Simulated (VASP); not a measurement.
# Mg in VASP: single point with r2SCAN

Aim: the single point of Mg with r2SCAN.

Program: VASP 6.6.1. These are calculated values, not measurements. Logs are shortened: lines on timing, memory, paths and dates and some standing lists are left out, and cuts for length are marked.

**1. The cell of the first run**

The cell holds a sublattice, 1 atom: a = 4.311 Å, b = 4.311 Å, c = 6.883 Å, α = 90.00°, β = 90.00°, γ = 120.00°.

**2. Single point, r2SCAN**

Contents of POSCAR:

```
Mg
1.0
    4.3113616110      0.0000000000      0.0000000000
   -2.1556808055      3.7337486800      0.0000000000
    0.0000000000      0.0000000000      6.8834640027
Mg
1
Direct
    0.6666666700      0.3333333300      0.3608270000
```

Contents of INCAR.step1:

```
SYSTEM = Mg
ALGO = Normal ; EDIFF = 1E-5
ENCUT = 580 ; GGA = PE
GGA_COMPAT = .FALSE. ; ISMEAR = 0
LASPH = .TRUE. ; LCHARG = .FALSE.
LREAL = .FALSE. ; LWAVE = .TRUE.
NBANDS = 7 ; NELM = 120
PREC = Accurate ; SIGMA = 0.1
```

Contents of INCAR.step2:

```
SYSTEM = Mg
ALGO = Normal ; EDIFF = 1E-6
ENCUT = 580 ; GGA_COMPAT = .FALSE.
ISIF = 2 ; ISMEAR = 0
ISTART = 1 ; LASPH = .TRUE.
LCHARG = .FALSE. ; LMIXTAU = .TRUE.
LREAL = .FALSE. ; LWAVE = .FALSE.
METAGGA = R2SCAN ; NBANDS = 7
NELM = 120 ; PREC = Accurate
SIGMA = 0.1
```

Contents of KPOINTS:

```
k-points
0
G
  9 9 6
  0 0 0
```

Potentials or basis: VASP PAW PBE potentials, release 64 (Mg).

On the command line:

```
$ cat potpaw_PBE.64/Mg/POTCAR > POTCAR
$ cp INCAR.step1 INCAR
$ mpirun -np 1 vasp_std > vasp.out
$ cp INCAR.step2 INCAR
$ mpirun -np 1 vasp_std > vasp.out
```

OUTCAR:

```text
SYSTEM = Mg
   EDIFF = 1E-6
   ENCUT = 580
   ISIF = 2
   ISMEAR = 0
   ISTART = 1
   LASPH = .TRUE.
   LREAL = .FALSE.
   METAGGA = R2SCAN
   NELM = 120
   PREC = Accurate

 ion  position               nearest neighbor table
   1  0.667  0.333  0.361-

  LATTYP: Found a hexagonal cell.
 ALAT       =     4.3113616110
 C/A-ratio  =     1.5965870237

  Lattice vectors:

 A1 = (   4.3113616110,   0.0000000000,   0.0000000000)
 A2 = (  -2.1556808055,   3.7337486800,   0.0000000000)
 A3 = (   0.0000000000,   0.0000000000,   6.8834640027)

Analysis of symmetry for initial positions (statically):
=====================================================================
 Subroutine PRICEL returns:
 Original cell was already a primitive cell.

 Routine SETGRP: Setting up the symmetry group for a
 hexagonal supercell.

 Subroutine GETGRP returns: Found 24 space group operations
 (whereof  6 operations were pure point group operations)
 out of a pool of 24 trial point group operations.

The static configuration has the point symmetry C_3v.
 The point group associated with its full space group is D_6h.

Analysis of symmetry for dynamics (positions and initial velocities):
=====================================================================
 Subroutine PRICEL returns:
 Original cell was already a primitive cell.

 Routine SETGRP: Setting up the symmetry group for a
 hexagonal supercell.

 Subroutine GETGRP returns: Found 24 space group operations
 (whereof  6 operations were pure point group operations)
 out of a pool of 24 trial point group operations.

The dynamic configuration has the point symmetry C_3v.
 The point group associated with its full space group is D_6h.

 Subroutine INISYM returns: Found 24 space group operations
 (whereof  6 operations are pure point group operations),
 and found     1 'primitive' translations

----------------------------------------------------------------------------------------

                                     Primitive cell

  volume of cell :     110.8068

  direct lattice vectors                    reciprocal lattice vectors
     4.311361611  0.000000000  0.000000000     0.231945286  0.133913673  0.000000000
    -2.155680805  3.733748680  0.000000000     0.000000000  0.267827346  0.000000000
     0.000000000  0.000000000  6.883464003     0.000000000  0.000000000  0.145275693

  length of vectors
     4.311361611  4.311361611  6.883464003     0.267827346  0.267827346  0.145275693

  position of ions in fractional coordinates (direct lattice)
     0.666666670  0.333333330  0.360827000

  ion indices of the primitive-cell ions
   primitive index   ion index
                 1           1

----------------------------------------------------------------------------------------

 KPOINTS: k-points

Automatic generation of k-mesh.
 Grid dimensions read from file:
 generate k-points for:    9    9    6

 Generating k-lattice:

  Cartesian coordinates                     Fractional coordinates (reciprocal lattice)
     0.025771698  0.014879297  0.000000000     0.111111111  0.000000000  0.000000000
     0.000000000  0.029758594  0.000000000     0.000000000  0.111111111  0.000000000
     0.000000000  0.000000000  0.024212615     0.000000000  0.000000000  0.166666667

  Length of vectors
     0.029758594  0.029758594  0.024212615

  Shift w.r.t. Gamma in fractional coordinates (k-lattice)
     0.000000000  0.000000000  0.000000000

 Subroutine IBZKPT returns following result:
 ===========================================

 Found     48 irreducible k-points:

 Following reciprocal coordinates:
            Coordinates               Weight
  0.000000  0.000000  0.000000      1.000000
  0.111111 -0.000000  0.000000      6.000000
  0.222222  0.000000  0.000000      6.000000
  0.333333 -0.000000  0.000000      6.000000
  0.444444  0.000000  0.000000      6.000000
  0.111111  0.111111  0.000000      6.000000
[... 16 lines left out ...]
  0.333333  0.222222  0.166667     24.000000
  0.333333  0.333333  0.166667      4.000000
 [... further k-points ...]
   k-points           NKPTS =     48   k-points in BZ     NKDIM =     48   number of bands    NBANDS=      7
   number of dos      NEDOS =    301   number of ions     NIONS =      1
   total plane-waves  NPLWV =  69984
   dimension x,y,z NGX =    36 NGY =   36 NGZ =   54
   dimension x,y,z NGXF=    72 NGYF=   72 NGZF=  108
   ions per type =               1
   NGX,Y,Z   is equivalent  to a cutoff of  13.88, 13.88, 13.04 a.u.
   NGXF,Y,Z  is equivalent  to a cutoff of  27.76, 27.76, 26.08 a.u.
 SYSTEM =  Mg
   PREC   = accura    normal or accurate (medium, high low for compatibility)
   ISTART =      1    job   : 0-new  1-cont  2-samecut
   ICHARG =      0    charge: 1-file 2-atom 10-const
   ISPIN  =      1    spin polarized calculation?
   LNONCOLLINEAR =      F non collinear calculations
   LSORBIT =      F    spin-orbit coupling
   LASPH  =      T    aspherical Exc in radial PAW
   ENCUT  =  580.0 eV  42.63 Ry    6.53 a.u.   8.47  8.47 13.52*2*pi/ulx,y,z
   NELM   =    120;   NELMIN=  2; NELMDL=  0     # of ELM steps
   EDIFF  = 0.1E-05   stopping-criterion for ELM
   LREAL  =      F    real-space projection
   EDIFFG = 0.1E-04   stopping-criterion for IOM
   NSW    =      0    number of steps for IOM
   IBRION =     -1    ionic relax: 0-MD 1-quasi-New 2-CG
   NFREE  =      0    steps in history (QN), initial steepest desc. (CG)
   ISIF   =      2    stress and relaxation
   ISYM   =      2    0-nonsym 1-usesym 2-fastsym
   POTIM  = 0.5000    time-step for ionic-motion
   TEBEG  =    0.0;   TEEND  =   0.0 temperature during run
   PSTRESS=    0.0 pullay stress
   NELECT =       2.0000    total number of electrons
   NUPDOWN=      -1.0000    fix difference up-down
   EMIN   =  10.00;   EMAX   =-10.00  energy-range for DOS
   EFERMI =   0.00;   METHOD = LEGACY
   ISMEAR =     0;   SIGMA  =   0.10  broadening in eV -4-tet -1-fermi 0-gaus
   EFERMI_NEDOS =   21; number of points for ismear=-14 and -15
   IALGO  =     38    algorithm
   IMIX   =      4    mixing-type and parameters
     AMIX     =   0.40;   BMIX     =  1.00
     AMIX_MAG =   1.60;   BMIX_MAG =  1.00
  volume/ion in A,a.u.               =     110.81       747.76
  Fermi-wavevector in a.u.,A,eV,Ry     =   0.429434  0.811512  2.509094  0.184413
  Thomas-Fermi vector in A             =   1.397339
   LORBIT       =      0    0 simple, 1 ext, 2 COOP (PROOUT), +10 PAW based schemes
   METAGGA = R2SCAN    functional components
   LHFCALC =     F    Hartree Fock is set to
   AEXX    =    0.0000 exact exchange contribution
   IVDW    =     0    specifies the selected vdW correction
   LEPSILON=     F    determine dielectric tensor
   LRPA    =     F    only Hartree local field effects (RPA)
 non-spin polarized calculation
 Gauss-broadening in eV      SIGMA  =   0.10
  energy-cutoff  :      580.00
  volume of cell :      110.81
 maximum number of plane-waves:      3561
 NGX is ok and might be reduce to    36
   NGX = 17   NGY = 17   NGZ = 27

 number of electron       2.0000000 magnetization

 Free energy of the ion-electron system (eV)
  ---------------------------------------------------
  ext. energy  EPLUGINS =         0.00000000
  ---------------------------------------------------
  free energy    TOTEN  =        -2.69095923 eV

  energy without entropy =       -2.69095882  energy(sigma->0) =       -2.69095902

 E-fermi :  -1.7783     XC(G=0):  -4.1373

 val. band max:       -2.0547199996   @ k =   0.3333   0.3333   0.5000
 cond. band min:      -1.4837966804   @ k =   0.4444   0.1111   0.0000
 fundamental gap:      0.5709233192
 Fermi energy:        -1.7783391661

 k-point     1 :       0.0000    0.0000    0.0000
  band No.  band energies     occupation
      1      -5.0371      2.00000
      2      -0.5820      0.00000
      3       1.2854      0.00000
      4       4.7743      0.00000
      5       4.7743      0.00000
      6       6.7902      0.00000
      7       6.7902      0.00000

 k-point     2 :       0.1111   -0.0000    0.0000
  band No.  band energies     occupation
      1      -4.8975      2.00000
      2      -0.4522      0.00000
      3       1.4220      0.00000
      4       3.5937      0.00000
      5       4.3384      0.00000
      6       6.0848      0.00000
      7       7.4883      0.00000

 k-point     3 :       0.2222    0.0000    0.0000
  band No.  band energies     occupation
      1      -4.4816      2.00000
      2      -0.0687      0.00000
      3       1.7220      0.00000
      4       1.9023      0.00000
      5       3.6879      0.00000
      6       5.2489      0.00000
      7       6.2554      0.00000

 k-point     4 :       0.3333   -0.0000    0.0000
  band No.  band energies     occupation
      1      -3.8034      2.00000
      2       0.0966      0.00000
      3       0.5388      0.00000
      4       2.5266      0.00000
      5       3.2044      0.00000
      6       4.6601      0.00000
      7       4.6792      0.00000

 k-point     5 :       0.4444    0.0000    0.0000
  band No.  band energies     occupation
      1      -2.9495      2.00000
      2      -1.2737      0.00000
      3       1.2154      0.00000
      4       2.9552      0.00000
      5       3.4740      0.00000
      6       3.4750      0.00000
      7       4.3841      0.00000
[... 161 lines left out ...]
 k-point    22 :       0.2222    0.2222    0.1667
  band No.  band energies     occupation
      1      -3.3873      2.00000
      2       0.1962      0.00000
      3       0.6437      0.00000
      4       0.9732      0.00000
      5       3.3343      0.00000
      6       4.4760      0.00000
      7       5.3619      0.00000

 k-point    23 :       0.3333    0.2222    0.1667
  band No.  band energies     occupation
      1      -2.5662      2.00000
      2      -0.8820      0.00000
      3       0.4417      0.00000
      4       1.3060      0.00000
      5       3.3497      0.00000
      6       4.4128      0.00000
      7       4.8548      0.00000

 k-point    24 :       0.3333    0.3333    0.1667
  band No.  band energies     occupation
      1      -2.1107      2.00000
      2      -0.6449      0.00000
      3      -0.6449      0.00000
      4       1.6067      0.00000
      5       3.7185      0.00000
      6       3.7185      0.00000
      7       5.2329      0.00000

 [... further k-points ...]

------------------------ aborting loop because EDIFF is reached ----------------------------------------

  FORCE on cell =-STRESS in cart. coord.  units (eV):
  Direction    XX          YY          ZZ          XY          YZ          ZX
  --------------------------------------------------------------------------------------
  -------------------------------------------------------------------------------------
  Total       -0.8116463     -0.8116463     -0.0345143      0.0000000      0.0000000      0.0000000
  in kB      -11.7357487    -11.7357487     -0.4990494      0.0000000      0.0000000      0.0000000
  external PRESSURE =      -7.9901823 kB  Pullay stress =       0.0000000 kB

 VOLUME and BASIS-vectors are now :
 -----------------------------------------------------------------------------
  energy-cutoff  :      580.00
  volume of cell :      110.81
      direct lattice vectors                 reciprocal lattice vectors
     4.311361611  0.000000000  0.000000000     0.231945286  0.133913673  0.000000000
    -2.155680805  3.733748680  0.000000000     0.000000000  0.267827346  0.000000000
     0.000000000  0.000000000  6.883464003     0.000000000  0.000000000  0.145275693

 POSITION                                       TOTAL-FORCE (eV/Angst)
 -----------------------------------------------------------------------------------
      2.15568      1.24458      2.48374         0.000000      0.000000      0.000000
 -----------------------------------------------------------------------------------
    total drift:                                0.000000     -0.000000     -0.000027

  FREE ENERGIE OF THE ION-ELECTRON SYSTEM (eV)
  ---------------------------------------------------
  free  energy   TOTEN  =        -2.6909592251 eV

  energy  without entropy=       -2.6909588246  energy(sigma->0) =       -2.69095902
```

It took 3.3 min on 1 thread of Intel Xeon 8259CL, shared host; peak memory 0.29 GiB.

What came out:

| Item | Value |
| --- | --- |
| Free energy | -2.6910 eV |
| Pressure | -0.8 GPa |
| Band gap on the k mesh | 0.57 eV (least direct gap 1.13 eV) |

Caveat: the PAW data sets were made with another functional, which shifts forces and pressure a little.
